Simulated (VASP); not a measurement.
# LuH2 (Fm-3m) in VASP: single point with r2SCAN

Aim: the single point of LuH2 with r2SCAN.

Everything below comes from runs of VASP 6.6.1. Logs are shortened: lines on timing, memory, paths and dates and some standing lists are left out, and cuts for length are marked.

## Step 1: The cell of the first run

It takes space group Fm-3m (No. 225, cubic). Conventional cell: a = 5.110 Å, b = 5.110 Å, c = 5.110 Å, α = 90.00°, β = 90.00°, γ = 90.00°. Within 2.9 Å of Lu (site symmetry m-3m) lie 8 H at 2.21 Å. H (site symmetry -43m) has 4 Lu at 2.21 Å and 6 H at 2.56 Å within 2.9 Å.

## Step 2: Single point, r2SCAN, non-collinear spin, zero start, spin-orbit coupling

Input file POSCAR:

```
LuH2
1.0
    0.0000000000      2.5551090000      2.5551090000
    2.5551090000      0.0000000000      2.5551090000
    2.5551090000      2.5551090000      0.0000000000
Lu H
1 2
Direct
    0.0000000000      0.0000000000      0.0000000000
    0.2500000000      0.2500000000      0.2500000000
    0.7500000000      0.7500000000      0.7500000000
```

Input file INCAR.step1:

```
PREC     = Accurate       # precision mode
ENCUT    = 520            # plane-wave cutoff, eV
ISMEAR   = -1             # smearing method
SIGMA    = 0.0244         # smearing width, eV
LREAL    = F              # projectors in reciprocal space
LASPH    = T              # aspherical terms in the spheres
NELM     = 150            # most SCF steps
MAGMOM   = 0 0 0 0 0 0 0 0 0 # initial moments
LSORBIT  = T              # spin-orbit coupling
GGA_COMPAT= F            
NBANDS   = 40             # bands
GGA      = PE             # functional
ALGO     = Normal         # electronic algorithm
EDIFF    = 1E-4           # SCF threshold, eV
LWAVE    = T              # write WAVECAR
LCHARG   = F              # write CHGCAR
```

Input file INCAR.step2:

```
PREC     = Accurate       # precision mode
ENCUT    = 520            # plane-wave cutoff, eV
EDIFF    = 1E-7           # SCF threshold, eV
ISMEAR   = -1             # smearing method
SIGMA    = 0.0244         # smearing width, eV
LREAL    = F              # projectors in reciprocal space
LASPH    = T              # aspherical terms in the spheres
NELM     = 150            # most SCF steps
ALGO     = Normal         # electronic algorithm
ISIF     = 2              # what is computed and relaxed
LWAVE    = F              # write WAVECAR
LCHARG   = F              # write CHGCAR
MAGMOM   = 0 0 0 0 0 0 0 0 0 # initial moments
LORBIT   = 11             # projections on sites
LSORBIT  = T              # spin-orbit coupling
GGA_COMPAT= F            
LORBMOM  = T            
METAGGA  = R2SCAN         # meta-GGA
LMIXTAU  = T            
NBANDS   = 40             # bands
ISTART   = 1
```

Input file KPOINTS:

```
regular mesh
0
Gamma
  11 11 11
```

Potentials or basis: VASP PAW PBE potentials, release 64 (Lu, H).

Run with:

```console
$ cat potpaw_PBE.64/Lu/POTCAR potpaw_PBE.64/H/POTCAR > POTCAR
$ cp INCAR.step1 INCAR
$ mpirun -np 1 vasp_ncl > vasp.out
$ cp INCAR.step2 INCAR
$ mpirun -np 1 vasp_ncl > vasp.out
```

OUTCAR:

```text
PREC = Accurate
   ENCUT = 520
   EDIFF = 1E-7
   ISMEAR = -1
   LREAL = F
   LASPH = T
   NELM = 150
   ISIF = 2
   LORBIT = 11
   LSORBIT = T
   METAGGA = R2SCAN
   ISTART = 1

 ion  position               nearest neighbor table
   1  0.000  0.000  0.000-   3 2.21   3 2.21   3 2.21   2 2.21   3 2.21   2 2.21   2 2.21   2 2.21

   2  0.250  0.250  0.250-   1 2.21   1 2.21   1 2.21   1 2.21
   3  0.750  0.750  0.750-   1 2.21   1 2.21   1 2.21   1 2.21

  LATTYP: Found a face centered cubic cell.
 ALAT       =     5.1102180000

  Lattice vectors:

 A1 = (   0.0000000000,   2.5551090000,   2.5551090000)
 A2 = (   2.5551090000,   0.0000000000,   2.5551090000)
 A3 = (   2.5551090000,   2.5551090000,   0.0000000000)

Analysis of symmetry for initial positions (statically):
=====================================================================
 Subroutine PRICEL returns:
 Original cell was already a primitive cell.

 Routine SETGRP: Setting up the symmetry group for a
 face centered cubic supercell.

 Subroutine GETGRP returns: Found 48 space group operations
 (whereof 48 operations were pure point group operations)
 out of a pool of 48 trial point group operations.

The static configuration has the point symmetry O_h .

Analysis of symmetry for dynamics (positions and initial velocities):
=====================================================================
 Subroutine PRICEL returns:
 Original cell was already a primitive cell.

 Routine SETGRP: Setting up the symmetry group for a
 face centered cubic supercell.

 Subroutine GETGRP returns: Found 48 space group operations
 (whereof 48 operations were pure point group operations)
 out of a pool of 48 trial point group operations.

The dynamic configuration has the point symmetry O_h .

Analysis of structural, dynamic, and magnetic symmetry:
=====================================================================
 Subroutine PRICEL returns:
 Original cell was already a primitive cell.

 Routine SETGRP: Setting up the symmetry group for a
 face centered cubic supercell.

 Subroutine GETGRP returns: Found 48 space group operations
 (whereof 48 operations were pure point group operations)
 out of a pool of 48 trial point group operations.

The overall configuration has the point symmetry O_h .

 Subroutine INISYM returns: Found 48 space group operations
 (whereof 48 operations are pure point group operations),
 and found     1 'primitive' translations

----------------------------------------------------------------------------------------

                                     Primitive cell

  volume of cell :      33.3625

  direct lattice vectors                    reciprocal lattice vectors
     0.000000000  2.555109000  2.555109000    -0.195686368  0.195686368  0.195686368
     2.555109000  0.000000000  2.555109000     0.195686368 -0.195686368  0.195686368
     2.555109000  2.555109000  0.000000000     0.195686368  0.195686368 -0.195686368

  length of vectors
     3.613469801  3.613469801  3.613469801     0.338938732  0.338938732  0.338938732

  position of ions in fractional coordinates (direct lattice)
     0.000000000  0.000000000  0.000000000
     0.250000000  0.250000000  0.250000000
     0.750000000  0.750000000  0.750000000

  ion indices of the primitive-cell ions
   primitive index   ion index
                 1           1
                 2           2
                 3           3

----------------------------------------------------------------------------------------

 KPOINTS: regular mesh

Automatic generation of k-mesh.
[... 109 lines left out ...]

 Free energy of the ion-electron system (eV)
  ---------------------------------------------------
  ext. energy  EPLUGINS =         0.00000000
  ---------------------------------------------------
  free energy    TOTEN  =       -47.89297934 eV

  energy without entropy =      -47.89108009  energy(sigma->0) =      -47.89202972

 E-fermi :   2.5956     XC(G=0): -11.6163

 val. band max:        2.5496227048   @ k =   0.3636   0.2727   0.0000
 cond. band min:       2.6006751671   @ k =   0.4545   0.2727   0.0909
 fundamental gap:      0.0510524622
 Fermi energy:         2.5955638432

 k-point     1 :       0.0000    0.0000    0.0000
  band No.  band energies     occupation
      1     -55.6260      1.00000
      2     -55.6260      1.00000
      3     -29.8250      1.00000
      4     -29.8250      1.00000
      5     -23.4754      1.00000
      6     -23.4754      1.00000
[... 997 lines left out ...]
     38      10.6087      0.00000
     39      12.1213      0.00000

 [... further k-points ...]

 [bands above 39 left out]

------------------------ aborting loop because EDIFF is reached ----------------------------------------

  FORCE on cell =-STRESS in cart. coord.  units (eV):
  Direction    XX          YY          ZZ          XY          YZ          ZX
  --------------------------------------------------------------------------------------
  -------------------------------------------------------------------------------------
  Total       -1.1748222     -1.1748222     -1.1748222      0.0000000      0.0000000     -0.0000000
  in kB      -56.4188752    -56.4188752    -56.4188752      0.0000000      0.0000000     -0.0000000
  external PRESSURE =     -56.4188752 kB  Pullay stress =       0.0000000 kB

 VOLUME and BASIS-vectors are now :
 -----------------------------------------------------------------------------
  energy-cutoff  :      520.00
  volume of cell :       33.36
      direct lattice vectors                 reciprocal lattice vectors
     0.000000000  2.555109000  2.555109000    -0.195686368  0.195686368  0.195686368
     2.555109000  0.000000000  2.555109000     0.195686368 -0.195686368  0.195686368
     2.555109000  2.555109000  0.000000000     0.195686368  0.195686368 -0.195686368

 POSITION                                       TOTAL-FORCE (eV/Angst)
 -----------------------------------------------------------------------------------
      0.00000      0.00000      0.00000        -0.000000      0.000000      0.000000
      1.27755      1.27755      1.27755         0.000000      0.000000      0.000000
      3.83266      3.83266      3.83266        -0.000000     -0.000000     -0.000000
 -----------------------------------------------------------------------------------
    total drift:                               -0.000000     -0.000000      0.000000

  FREE ENERGIE OF THE ION-ELECTRON SYSTEM (eV)
  ---------------------------------------------------
  free  energy   TOTEN  =       -47.8929793411 eV

  energy  without entropy=      -47.8910800898  energy(sigma->0) =      -47.89202972

 orbital moment (x)

 # of ion     p       d       f       tot
 ------------------------------------------------
  1        -0.000   0.000  -0.000  -0.000
  2        -0.000   0.000   0.000  -0.000
  3        -0.000   0.000   0.000  -0.000
 ------------------------------------------------
           -0.000   0.000  -0.000  -0.000

 orbital moment (y)

 # of ion     p       d       f       tot
 ------------------------------------------------
  1        -0.000  -0.000   0.000   0.000
  2        -0.000   0.000   0.000  -0.000
  3         0.000   0.000   0.000   0.000
 ------------------------------------------------
           -0.000  -0.000   0.000  -0.000

 orbital moment (z)

 # of ion     p       d       f       tot
 ------------------------------------------------
  1         0.000   0.000   0.000   0.000
  2         0.000   0.000   0.000   0.000
  3         0.000   0.000   0.000   0.000
 ------------------------------------------------
            0.000   0.000   0.000   0.000

 Spin-Orbit-Coupling matrix elements

 Ion:    1  E_soc:     -1.3366423
 l=   1
     0.0000000    -0.2142492    -0.2142492
    -0.2142492     0.0000000    -0.2142492
    -0.2142492    -0.2142492     0.0000000
 l=   2
     0.0000000    -0.0005042     0.0000000    -0.0005042    -0.0025134
    -0.0005042     0.0000000    -0.0018850    -0.0005042    -0.0006283
     0.0000000    -0.0018850     0.0000000    -0.0018850     0.0000000
    -0.0005042    -0.0005042    -0.0018850     0.0000000    -0.0006283
    -0.0025134    -0.0006283     0.0000000    -0.0006283     0.0000000
 l=   3
     0.0000000    -0.0005794     0.0000000     0.0000000     0.0000000    -0.0005848    -0.0035707
    -0.0005794     0.0000000    -0.0009656     0.0000000    -0.0009656    -0.0015449    -0.0005794
     0.0000000    -0.0009656     0.0000000    -0.0023682    -0.0003913    -0.0010090     0.0000000
     0.0000000     0.0000000    -0.0023682     0.0000000    -0.0023682     0.0000000     0.0000000
[... 29 lines left out ...]
 l=   2
     0.0000000     0.0000000     0.0000000     0.0000000     0.0000000
     0.0000000     0.0000000     0.0000000     0.0000000     0.0000000
     0.0000000     0.0000000     0.0000000     0.0000000     0.0000000
     0.0000000     0.0000000     0.0000000     0.0000000     0.0000000
     0.0000000     0.0000000     0.0000000     0.0000000     0.0000000
 l=   3
     0.0000000     0.0000000     0.0000000     0.0000000     0.0000000     0.0000000     0.0000000
     0.0000000     0.0000000     0.0000000     0.0000000     0.0000000     0.0000000     0.0000000
     0.0000000     0.0000000     0.0000000     0.0000000     0.0000000     0.0000000     0.0000000
     0.0000000     0.0000000     0.0000000     0.0000000     0.0000000     0.0000000     0.0000000
     0.0000000     0.0000000     0.0000000     0.0000000     0.0000000     0.0000000     0.0000000
     0.0000000     0.0000000     0.0000000     0.0000000     0.0000000     0.0000000     0.0000000
     0.0000000     0.0000000     0.0000000     0.0000000     0.0000000     0.0000000     0.0000000

 total charge

# of ion       s       p       d       f       tot
--------------------------------------------------
    1        2.177   6.086   0.839  14.001  23.103
    2        0.565   0.008   0.000   0.000   0.573
    3        0.565   0.008   0.000   0.000   0.573
--------------------------------------------------
tot          3.307   6.102   0.839  14.001  24.250

 magnetization (x)

# of ion       s       p       d       f       tot
--------------------------------------------------
    1        0.000  -0.000   0.000   0.000  -0.000
    2        0.000   0.000   0.000   0.000   0.000
    3        0.000   0.000   0.000   0.000   0.000
--------------------------------------------------
tot          0.000   0.000   0.000   0.000   0.000

 magnetization (y)

# of ion       s       p       d       f       tot
--------------------------------------------------
    1       -0.000   0.000  -0.000   0.000  -0.000
    2        0.000  -0.000   0.000   0.000  -0.000
    3        0.000   0.000   0.000   0.000   0.000
--------------------------------------------------
tot         -0.000  -0.000  -0.000   0.000  -0.000

 magnetization (z)

# of ion       s       p       d       f       tot
--------------------------------------------------
    1       -0.000  -0.000  -0.000   0.000  -0.000
    2        0.000   0.000   0.000   0.000   0.000
    3        0.000   0.000   0.000   0.000   0.000
--------------------------------------------------
tot         -0.000   0.000  -0.000   0.000   0.000
```

Wall time 23 min (1 thread of Intel Xeon Platinum 8124M at 3.00GHz (Skylake/Cascade Lake), shared host); peak memory 0.36 GiB.

What came out:

* Free energy: -47.8930 eV
* Pressure: -5.6 GPa
* Net moment: 0.00 μB per cell
* Valence electrons inside the program's atomic spheres: Lu 23.10; H 0.57

Moments on the atoms (μB; x, y, z):
```
Lu  0.00 0.00 0.00
H   0.00 0.00 0.00
H   0.00 0.00 0.00
```

Caveat: the cell stands under tension; the PAW data sets were made with another functional, which shifts forces and pressure a little.
